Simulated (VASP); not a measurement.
Here is a VASP 6.6.1 calculation.

Contents of INCAR:

```
PREC = Accurate
ENCUT = 600
EDIFF = 1E-6
ISMEAR = -1
SIGMA = 0.02
LREAL = False
LASPH = True
NELM = 100
ALGO = Normal
ISIF = 3
LWAVE = False
LCHARG = False
GGA = PE
IBRION = 2
NSW = 80
EDIFFG = -0.01
```

Contents of KPOINTS:

```
Automatic mesh
0
Gamma
  16 16 16
```

POSCAR

```
Cl
1.0
    2.9100000000      0.0000000000      0.0000000000
    0.0000000000      2.9100000000      0.0000000000
    0.0000000000      0.0000000000      2.9100000000
Cl
1
Direct
    0.0000000000      0.0000000000      0.0000000000
```

Potentials or basis: VASP PAW PBE potentials, release 64 (Cl).

Run with:

```bash
$ cat potpaw_PBE.64/Cl/POTCAR > POTCAR
$ mpirun -np 1 vasp_std > vasp.out
```

(1) What does it give for the relaxed volume?

(2) Predict the relaxed cell.

## Answers

(1) 23.36 Å³/atom.

(2) a = 2.859 Å, b = 2.859 Å, c = 2.859 Å, α = 90.00°, β = 90.00°, γ = 90.00°.

Caveat: an odd number of electrons without spin polarisation forces a metal; a magnetic or distorted state may lie lower.
